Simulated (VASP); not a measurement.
TiS2:

```
Ti S
1.0
     3.41060    0.00000    0.00000
    -1.70530    2.95367    0.00000
     0.00000    0.00000    5.73872
Ti S
1 2
Direct
  0.00000 0.00000 0.00000
  0.33333 0.66667 0.24491
  0.66667 0.33333 0.75509
```

Base run:

* Program: VASP 6.6.1
* Functional: r2SCAN
* Potentials or basis: VASP PAW PBE potentials, release 64 (Ti_sv, S)
* Cutoff: 550 eV
* k mesh: 12 × 12 × 4
* Occupations: fermi-dirac, width 0.02 eV
* Spin: no spin polarisation

Its results: band gap on the k mesh 0.16 eV (least direct gap 0.64 eV); pressure 1.1 GPa; largest force 0.030 eV/Å.

Question: The run is repeated on the same cell with these changes: functional from r2SCAN to PBE; cutoff from 550 eV to 500 eV. What comes out?

Answer: Band gap on the k mesh zero (bands 12 and 13 overlap by 0.08 eV); pressure 1.5 GPa; largest force 0.111 eV/Å.

Caveats: semilocal functionals underestimate gaps, and a narrow one can read as zero (at least some runs); the PAW data sets were made with another functional, which shifts forces and pressure a little (at least some runs); this functional lacks dispersion, which binds layers or chains, so the pressure and a relaxed spacing across them are unreliable (at least some runs).

A k mesh can miss the band edges.
